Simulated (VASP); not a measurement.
# Mo (P6/mmm) in VASP: notebook

Runs on Mo. Level: r2SCAN. Tasks: single point.

Program: VASP 6.6.1. These are calculated values, not measurements. Logs are shortened: lines on timing, memory, paths and dates and some standing lists are left out, and cuts for length are marked.

### Step 1. The cell of the first run

The structure is hexagonal, space group P6/mmm (No. 191). Conventional cell: a = 2.790 Å, b = 2.790 Å, c = 2.610 Å, α = 90.00°, β = 90.00°, γ = 120.00°. Within 3.4 Å of Mo (site symmetry 6/mmm) lie 8 Mo at 2.61 to 2.79 Å.

This isn't the form of Mo at room conditions, which is bcc.

### Step 2. Single point, r2SCAN (strain +0.015 along x and y, +0.030 along z)

Contents of POSCAR:

```
Mo
1.0
    2.7900502024      0.0000000000      0.0000000000
   -1.3950251012      2.4162543531      0.0000000000
    0.0000000000      0.0000000000      2.6099175529
Mo
1
Direct
    0.0000000000      0.0000000000      0.5000000000
```

Contents of INCAR.step1:

```
SYSTEM = Mo
  PREC = Accurate
  ENCUT = 520
  ISMEAR = 0
  SIGMA = 0.15
  LREAL = .False.
  LASPH = .True.
  NELM = 60
  NBANDS = 13
  GGA = PE
  ALGO = Normal
  EDIFF = 1E-4
  LWAVE = .True.
  LCHARG = .False.
```

Contents of INCAR.step2:

```
SYSTEM = Mo
  PREC = Accurate
  ENCUT = 520
  EDIFF = 1E-7
  ISMEAR = 0
  SIGMA = 0.15
  LREAL = .False.
  LASPH = .True.
  NELM = 60
  ALGO = Normal
  ISIF = 2
  LWAVE = .False.
  LCHARG = .True.
  METAGGA = R2SCAN
  LMIXTAU = .True.
  LELF = .True.
  LVHAR = .True.
  NBANDS = 13
  ISTART = 1
```

Contents of KPOINTS:

```
Automatic mesh
0
Gamma
  24 24 24
  0 0 0
```

Potentials or basis: VASP PAW PBE potentials, release 64 (Mo_sv).

Launch:

```
cat potpaw_PBE.64/Mo_sv/POTCAR > POTCAR
cp INCAR.step1 INCAR
mpirun -np 1 vasp_std > vasp.out
cp INCAR.step2 INCAR
mpirun -np 1 vasp_std > vasp.out
```

OUTCAR:

```text
SYSTEM = Mo
   PREC = Accurate
   ENCUT = 520
   EDIFF = 1E-7
   ISMEAR = 0
   LREAL = .False.
   LASPH = .True.
   NELM = 60
   ISIF = 2
   METAGGA = R2SCAN
   ISTART = 1

 ion  position               nearest neighbor table
   1  0.000  0.000  0.500-

  LATTYP: Found a hexagonal cell.
 ALAT       =     2.7900502024
 C/A-ratio  =     0.9354374881

  Lattice vectors:

 A1 = (   2.7900502024,   0.0000000000,   0.0000000000)
 A2 = (  -1.3950251012,   2.4162543531,   0.0000000000)
 A3 = (   0.0000000000,   0.0000000000,   2.6099175529)

Analysis of symmetry for initial positions (statically):
=====================================================================
 Subroutine PRICEL returns:
 Original cell was already a primitive cell.

 Routine SETGRP: Setting up the symmetry group for a
 hexagonal supercell.

 Subroutine GETGRP returns: Found 24 space group operations
 (whereof 24 operations were pure point group operations)
 out of a pool of 24 trial point group operations.

The static configuration has the point symmetry D_6h.

Analysis of symmetry for dynamics (positions and initial velocities):
=====================================================================
 Subroutine PRICEL returns:
 Original cell was already a primitive cell.

 Routine SETGRP: Setting up the symmetry group for a
 hexagonal supercell.

 Subroutine GETGRP returns: Found 24 space group operations
 (whereof 24 operations were pure point group operations)
 out of a pool of 24 trial point group operations.

The dynamic configuration has the point symmetry D_6h.

 Subroutine INISYM returns: Found 24 space group operations
 (whereof 24 operations are pure point group operations),
 and found     1 'primitive' translations

----------------------------------------------------------------------------------------

                                     Primitive cell

  volume of cell :      17.5947

  direct lattice vectors                    reciprocal lattice vectors
     2.790050202  0.000000000  0.000000000     0.358416490  0.206931857  0.000000000
    -1.395025101  2.416254353  0.000000000     0.000000000  0.413863714  0.000000000
     0.000000000  0.000000000  2.609917553     0.000000000  0.000000000  0.383153866

  length of vectors
     2.790050202  2.790050202  2.609917553     0.413863714  0.413863714  0.383153866

  position of ions in fractional coordinates (direct lattice)
     0.000000000  0.000000000  0.500000000

  ion indices of the primitive-cell ions
   primitive index   ion index
                 1           1

----------------------------------------------------------------------------------------

 KPOINTS: Automatic mesh

Automatic generation of k-mesh.
 Grid dimensions read from file:
 generate k-points for:   24   24   24

 Generating k-lattice:

  Cartesian coordinates                     Fractional coordinates (reciprocal lattice)
     0.014934020  0.008622161  0.000000000     0.041666667  0.000000000  0.000000000
     0.000000000  0.017244321  0.000000000     0.000000000  0.041666667  0.000000000
     0.000000000  0.000000000  0.015964744     0.000000000  0.000000000  0.041666667

  Length of vectors
     0.017244321  0.017244321  0.015964744

  Shift w.r.t. Gamma in fractional coordinates (k-lattice)
     0.000000000  0.000000000  0.000000000

 Subroutine IBZKPT returns following result:
 ===========================================

 Found    793 irreducible k-points:

 Following reciprocal coordinates:
            Coordinates               Weight
  0.000000  0.000000  0.000000      1.000000
  0.041667  0.000000  0.000000      6.000000
  0.083333 -0.000000  0.000000      6.000000
  0.125000 -0.000000  0.000000      6.000000
  0.166667 -0.000000  0.000000      6.000000
  0.208333 -0.000000  0.000000      6.000000
[... 16 lines left out ...]
  0.416667  0.041667  0.000000     12.000000
  0.458333  0.041667  0.000000     12.000000
 [... further k-points ...]
   k-points           NKPTS =    793   k-points in BZ     NKDIM =    793   number of bands    NBANDS=     13
   number of dos      NEDOS =    301   number of ions     NIONS =      1
   total plane-waves  NPLWV =  11520
   dimension x,y,z NGX =    24 NGY =   24 NGZ =   20
   dimension x,y,z NGXF=    48 NGYF=   48 NGZF=   40
   ions per type =               1
   NGX,Y,Z   is equivalent  to a cutoff of  14.30, 14.30, 12.74 a.u.
   NGXF,Y,Z  is equivalent  to a cutoff of  28.60, 28.60, 25.48 a.u.
 SYSTEM =  Mo
   PREC   = accura    normal or accurate (medium, high low for compatibility)
   ISTART =      1    job   : 0-new  1-cont  2-samecut
   ICHARG =      0    charge: 1-file 2-atom 10-const
   ISPIN  =      1    spin polarized calculation?
   LNONCOLLINEAR =      F non collinear calculations
   LSORBIT =      F    spin-orbit coupling
   LASPH  =      T    aspherical Exc in radial PAW
   ENCUT  =  520.0 eV  38.22 Ry    6.18 a.u.   5.19  5.19  4.85*2*pi/ulx,y,z
   NELM   =     60;   NELMIN=  2; NELMDL=  0     # of ELM steps
   EDIFF  = 0.1E-06   stopping-criterion for ELM
   LREAL  =      F    real-space projection
   EDIFFG = 0.1E-05   stopping-criterion for IOM
   NSW    =      0    number of steps for IOM
   IBRION =     -1    ionic relax: 0-MD 1-quasi-New 2-CG
   NFREE  =      0    steps in history (QN), initial steepest desc. (CG)
   ISIF   =      2    stress and relaxation
   ISYM   =      2    0-nonsym 1-usesym 2-fastsym
   POTIM  = 0.5000    time-step for ionic-motion
   TEBEG  =    0.0;   TEEND  =   0.0 temperature during run
   PSTRESS=    0.0 pullay stress
   NELECT =      14.0000    total number of electrons
   NUPDOWN=      -1.0000    fix difference up-down
   EMIN   =  10.00;   EMAX   =-10.00  energy-range for DOS
   EFERMI =   0.00;   METHOD = LEGACY
   ISMEAR =     0;   SIGMA  =   0.15  broadening in eV -4-tet -1-fermi 0-gaus
   EFERMI_NEDOS =   21; number of points for ismear=-14 and -15
   IALGO  =     38    algorithm
   IMIX   =      4    mixing-type and parameters
     AMIX     =   0.40;   BMIX     =  1.00
     AMIX_MAG =   1.60;   BMIX_MAG =  1.00
  volume/ion in A,a.u.               =      17.59       118.73
  Fermi-wavevector in a.u.,A,eV,Ry     =   1.517017  2.866746 31.311627  2.301340
  Thomas-Fermi vector in A             =   2.626329
   LORBIT       =      0    0 simple, 1 ext, 2 COOP (PROOUT), +10 PAW based schemes
   METAGGA = R2SCAN    functional components
   LHFCALC =     F    Hartree Fock is set to
   AEXX    =    0.0000 exact exchange contribution
   IVDW    =     0    specifies the selected vdW correction
   LEPSILON=     F    determine dielectric tensor
   LRPA    =     F    only Hartree local field effects (RPA)
 non-spin polarized calculation
 Gauss-broadening in eV      SIGMA  =   0.15
  energy-cutoff  :      520.00
  volume of cell :       17.59
 maximum number of plane-waves:       486
 NGX is ok and might be reduce to    24
   NGX = 11   NGY = 11   NGZ =  9

 number of electron      14.0000000 magnetization

 Free energy of the ion-electron system (eV)
  ---------------------------------------------------
  ext. energy  EPLUGINS =         0.00000000
  ---------------------------------------------------
  free energy    TOTEN  =       -25.11444878 eV

  energy without entropy =      -25.10291479  energy(sigma->0) =      -25.10868179

 E-fermi :  10.7006     XC(G=0): -13.7685

 val. band max:       10.7004590095   @ k =   0.2500   0.2083   0.4583
 cond. band min:      10.7030875272   @ k =   0.1250  -0.0000   0.2500
 fundamental gap:      0.0026285176
 Fermi energy:        10.7005519080

 k-point     1 :       0.0000    0.0000    0.0000
  band No.  band energies     occupation
      1     -52.3336      2.00000
      2     -24.9541      2.00000
      3     -24.9541      2.00000
      4     -24.9186      2.00000
      5       3.6756      2.00000
      6       6.2809      2.00000
      7       9.8198      2.00000
      8       9.8198      2.00000
      9      14.6930      0.00000
     10      14.6930      0.00000
     11      24.1557      0.00000
     12      26.8476      0.00000
     13      31.7873      0.00000

 k-point     2 :       0.0417    0.0000    0.0000
  band No.  band energies     occupation
      1     -52.3303      2.00000
      2     -24.9765      2.00000
      3     -24.9591      2.00000
      4     -24.9163      2.00000
      5       3.7434      2.00000
      6       6.3095      2.00000
      7       9.7516      2.00000
      8       9.8805      2.00000
      9      14.6236      0.00000
     10      14.6818      0.00000
     11      24.3057      0.00000
     12      26.9814      0.00000
     13      31.3098      0.00000

 k-point     3 :       0.0833   -0.0000    0.0000
  band No.  band energies     occupation
      1     -52.3206      2.00000
      2     -25.0416      2.00000
      3     -24.9737      2.00000
      4     -24.9097      2.00000
      5       3.9414      2.00000
      6       6.3941      2.00000
      7       9.5631      2.00000
      8      10.0613      2.00000
      9      14.4268      0.00000
     10      14.6490      0.00000
     11      24.7287      0.00000
     12      27.3693      0.00000
     13      30.2908      0.00000
[... 305 lines left out ...]
 k-point    23 :       0.4167    0.0417    0.0000
  band No.  band energies     occupation
      1     -52.1432      2.00000
      2     -26.1367      2.00000
      3     -25.2424      2.00000
      4     -24.7887      2.00000
      5       5.9239      2.00000
      6       7.3615      2.00000
      7      11.0351      0.00161
      8      11.8666      0.00000
      9      14.0585      0.00000
     10      14.6994      0.00000
     11      20.8687      0.00000
     12      24.5527      0.00000
     13      28.1634      0.00000

 k-point    24 :       0.4583    0.0417    0.0000
  band No.  band energies     occupation
      1     -52.1365      2.00000
      2     -26.1754      2.00000
      3     -25.2522      2.00000
      4     -24.7841      2.00000
      5       5.8764      2.00000
      6       7.4342      2.00000
      7      11.3306      0.00000
      8      11.7919      0.00000
      9      14.0378      0.00000
     10      14.9762      0.00000
     11      20.5368      0.00000
     12      24.2463      0.00000
     13      27.9265      0.00000

 [... further k-points ...]
[... 5 lines left out ...]
  --------------------------------------------------------------------------------------
  -------------------------------------------------------------------------------------
  Total       -0.9824047     -0.9824047     -1.4526188      0.0000000      0.0000000      0.0000000
  in kB      -89.4580771    -89.4580771   -132.2759168      0.0000000      0.0000000      0.0000000
  external PRESSURE =    -103.7306904 kB  Pullay stress =       0.0000000 kB

 VOLUME and BASIS-vectors are now :
 -----------------------------------------------------------------------------
  energy-cutoff  :      520.00
  volume of cell :       17.59
      direct lattice vectors                 reciprocal lattice vectors
     2.790050202  0.000000000  0.000000000     0.358416490  0.206931857  0.000000000
    -1.395025101  2.416254353  0.000000000     0.000000000  0.413863714  0.000000000
     0.000000000  0.000000000  2.609917553     0.000000000  0.000000000  0.383153866

 POSITION                                       TOTAL-FORCE (eV/Angst)
 -----------------------------------------------------------------------------------
      0.00000      0.00000      1.30496         0.000000      0.000000      0.000000
 -----------------------------------------------------------------------------------
    total drift:                               -0.000000      0.000000      0.000000

  FREE ENERGIE OF THE ION-ELECTRON SYSTEM (eV)
  ---------------------------------------------------
  free  energy   TOTEN  =       -25.1144487788 eV

  energy  without entropy=      -25.1029147917  energy(sigma->0) =      -25.10868179
```

It took 22 min on 1 thread of AMD EPYC 7R13, shared host; peak memory 0.25 GiB.

Results:

```yaml
Free_energy: -25.1144 eV
Pressure: -10.4 GPa
Band_gap_on_the_k_mesh: zero (bands 7 and 8 overlap by 1.74 eV)
```

Caveat: the cell differs from its parent crystal (strain +0.015 along x and y, +0.030 along z); the cell stands under tension; the PAW data sets were made with another functional, which shifts forces and pressure a little.

### Step 3. Single point, r2SCAN (strain +0.030 along x and y, +0.015 along z)

Contents of POSCAR:

```
Mo
1.0
    2.8312824714      0.0000000000      0.0000000000
   -1.4156412357      2.4519625455      0.0000000000
    0.0000000000      0.0000000000      2.5719090449
Mo
1
Direct
    0.0000000000      0.0000000000      0.5000000000
```

Contents of INCAR.step1:

```
SYSTEM = Mo
PREC = Accurate ; ENCUT = 520
ISMEAR = 0 ; SIGMA = 0.15
LREAL = .FALSE. ; LASPH = .TRUE.
NELM = 60 ; NBANDS = 13
GGA = PE ; ALGO = Normal
EDIFF = 1E-4 ; LWAVE = .TRUE.
LCHARG = .FALSE.
```

Contents of INCAR.step2:

```
SYSTEM = Mo
PREC = Accurate ; ENCUT = 520
EDIFF = 1E-7 ; ISMEAR = 0
SIGMA = 0.15 ; LREAL = .FALSE.
LASPH = .TRUE. ; NELM = 60
ALGO = Normal ; ISIF = 2
LWAVE = .FALSE. ; LCHARG = .FALSE.
METAGGA = R2SCAN ; LMIXTAU = .TRUE.
NBANDS = 13 ; ISTART = 1
```

Contents of KPOINTS:

```
regular mesh
0
G
  24 24 24
  0 0 0
```

Potentials or basis: VASP PAW PBE potentials, release 64 (Mo_sv).

Launch:

```
cat potpaw_PBE.64/Mo_sv/POTCAR > POTCAR
cp INCAR.step1 INCAR
mpirun -np 1 vasp_std > vasp.out
cp INCAR.step2 INCAR
mpirun -np 1 vasp_std > vasp.out
```

Run time: 21 min. Hardware: 1 thread of AMD EPYC 7R13, shared host; peak memory 0.25 GiB.

It converged, with:

```
Free energy            : -25.0967 eV
Pressure               : -13.2 GPa
Band gap on the k mesh : zero (bands 7 and 8 overlap by 1.64 eV)
```

Stress tensor (GPa, compression positive):
```
-14.10   0.00   0.00
  0.00 -14.10   0.00
  0.00   0.00 -11.40
```

Levels at points of the mesh, in eV from the Fermi level:
```csv
k point,band 3,band 4,band 5,band 6,band 7,band 8,band 9,band 10,band 11,band 12
"(0.00, 0.00, 0.00)",-35.69,-35.47,-6.91,-4.34,-0.84,-0.84,4.06,4.06,13.27,16.87
"(0.50, 0.00, 0.00)",-35.94,-35.36,-4.72,-3.36,0.67,1.47,3.51,3.95,9.42,13.31
"(0.00, 0.00, 0.50)",-35.52,-35.52,-3.59,0.02,0.02,0.06,0.64,0.64,10.09,16.74
"(0.50, 0.00, 0.50)",-36.53,-35.76,-5.01,-3.05,-0.49,4.32,5.66,6.54,6.97,16.33
```

Caveat: the cell differs from its parent crystal (strain +0.030 along x and y, +0.015 along z); the cell stands under tension; the PAW data sets were made with another functional, which shifts forces and pressure a little.

### Step 4. Single point, r2SCAN (strain +0.030 along x and y, +0.030 along z)

POSCAR, as its differences from that of step 3:

```diff
@@ -4,3 +4,3 @@
    -1.4156412357      2.4519625455      0.0000000000
-    0.0000000000      0.0000000000      2.5719090449
+    0.0000000000      0.0000000000      2.6099175529
 Mo
```

Contents of INCAR.step1:

```
SYSTEM = Mo
PREC = Accurate
ENCUT = 520
ISMEAR = 0
SIGMA = 0.15
LREAL = .False.
LASPH = .True.
NELM = 60
NBANDS = 13
GGA = PE
ALGO = Normal
EDIFF = 1E-4
LWAVE = .True.
LCHARG = .False.
```

Contents of INCAR.step2:

```
SYSTEM = Mo
PREC = Accurate
ENCUT = 520
EDIFF = 1E-6
ISMEAR = 0
SIGMA = 0.15
LREAL = .False.
LASPH = .True.
NELM = 60
ALGO = Normal
ISIF = 2
LWAVE = .False.
LCHARG = .False.
METAGGA = R2SCAN
LMIXTAU = .True.
NBANDS = 13
ISTART = 1
```

Contents of KPOINTS:

```
Automatic mesh
0
Gamma
  24 24 24
  0 0 0
```

Launch:

```
cat potpaw_PBE.64/Mo_sv/POTCAR > POTCAR
cp INCAR.step1 INCAR
mpirun -np 1 vasp_std > vasp.out
cp INCAR.step2 INCAR
mpirun -np 1 vasp_std > vasp.out
```

Run time: 19 min. Hardware: 1 thread of AMD EPYC 7R13, shared host; peak memory 0.25 GiB.

It converged, with:

```yaml
Free_energy: -25.0746 eV
Pressure: -15.3 GPa
Band_gap_on_the_k_mesh: zero (bands 7 and 8 overlap by 1.62 eV)
```

Stress tensor (GPa, compression positive):
```
-15.26   0.00   0.00
  0.00 -15.26   0.00
  0.00   0.00 -15.48
```

Levels at points of the mesh, in eV from the Fermi level:
```tsv
k point	band 5	band 6	band 7	band 8	band 9	band 10
(0.00, 0.00, 0.00)	-6.89	-4.27	-0.83	-0.83	3.90	3.90
(0.50, 0.00, 0.00)	-4.68	-3.25	0.68	1.25	3.34	3.94
(0.00, 0.00, 0.50)	-3.70	-0.10	-0.04	-0.04	0.77	0.77
(0.50, 0.00, 0.50)	-4.90	-3.13	-0.36	4.27	5.42	6.38
```

Caveat: the cell differs from its parent crystal (strain +0.030 along x and y, +0.030 along z); the cell stands under tension; the PAW data sets were made with another functional, which shifts forces and pressure a little.

### Step 5. Overview

```tsv
cell	gap on the mesh (eV)	pressure (GPa)
a = 2.790, b = 2.790, c = 2.610 Å, angles 90.0, 90.0, 120.0°, 1 atom	none	-10.4
a = 2.831, b = 2.831, c = 2.572 Å, angles 90.0, 90.0, 120.0°, 1 atom	none	-13.2
a = 2.831, b = 2.831, c = 2.610 Å, angles 90.0, 90.0, 120.0°, 1 atom	none	-15.3
```

Alike in all rows: task single point; level r2SCAN; potentials or basis VASP PAW PBE potentials, release 64 (Mo_sv); no spin polarisation; k mesh 24 × 24 × 24; cutoff (eV) 520; smearing gaussian 0.15 eV.

Caveats: the cell stands under tension; the PAW data sets were made with another functional, which shifts forces and pressure a little.

Absolute energies hang on the potentials; compare differences alone.
